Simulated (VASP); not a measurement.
Set up this calculation in VASP 6.6.1, as the native input.

| Quantity | Value |
| --- | --- |
| Task | single point |
| Functional | PBE |
| Potentials or basis | VASP PAW PBE potentials, release 64 (Hf_pv, W_sv, F) |
| Cutoff | 520 eV |
| k mesh | 4 × 4 × 4 |
| Occupations | gaussian, width 0.1 eV |
| Spin | no spin polarisation |
| Dipole correction | no |
| Further INCAR settings | ALGO = Normal; EDIFF = 1e-06; NBANDS = 30 |

The structure of HfWF3 lies in POSCAR:

```
HfWF3
1.0
    4.2344592916      0.0000000000      0.0000000000
    0.0000000000      4.2344592916      0.0000000000
    0.0000000000      0.0000000000      4.2344592916
Hf W F
1 1 3
Direct
    0.5000000000      0.5000000000      0.5000000000
    0.0000000000      0.0000000000      0.0000000000
    0.5000000000      0.0000000000      0.0000000000
    0.0000000000      0.5000000000      0.0000000000
    0.0000000000      0.0000000000      0.5000000000
```

The cell was built from a structure type or drawn by symmetry, and may not be a known phase.

These files were run (other wordings do the same):

INCAR

```
  ALGO = Normal
  EDIFF = 1E-6
  ENCUT = 520
  GGA = PE
  ISIF = 2
  ISMEAR = 0
  LASPH = T
  LCHARG = F
  LREAL = F
  LWAVE = F
  NBANDS = 30
  NELM = 100
  PREC = Accurate
  SIGMA = 0.1
```

KPOINTS

```
k-points
0
Gamma
  4 4 4
```

Potentials or basis: VASP PAW PBE potentials, release 64 (Hf_pv, W_sv, F).

Launch:

```sh
$ cat potpaw_PBE.64/Hf_pv/POTCAR potpaw_PBE.64/W_sv/POTCAR potpaw_PBE.64/F/POTCAR > POTCAR
$ mpirun -np 1 vasp_std > vasp.out
```

It gave:

```
Pressure               : 0.6 GPa
Band gap on the k mesh : zero (an odd number of electrons rules out a gap without spin polarisation)
```

Caveat: the k points lie up to 0.37 Å⁻¹ apart, too coarse for converged energies and pressures of a metal; spin-orbit coupling is left out, which moves the levels of the heavy elements; an odd number of electrons without spin polarisation forces a metal; a magnetic or distorted state may lie lower.

It took 17 s on 1 thread of Intel(R) Xeon(R) Platinum 8259CL CPU @ 2.50GHz (Skylake/Cascade Lake), with other jobs on the host, peak memory 0.19 GiB.
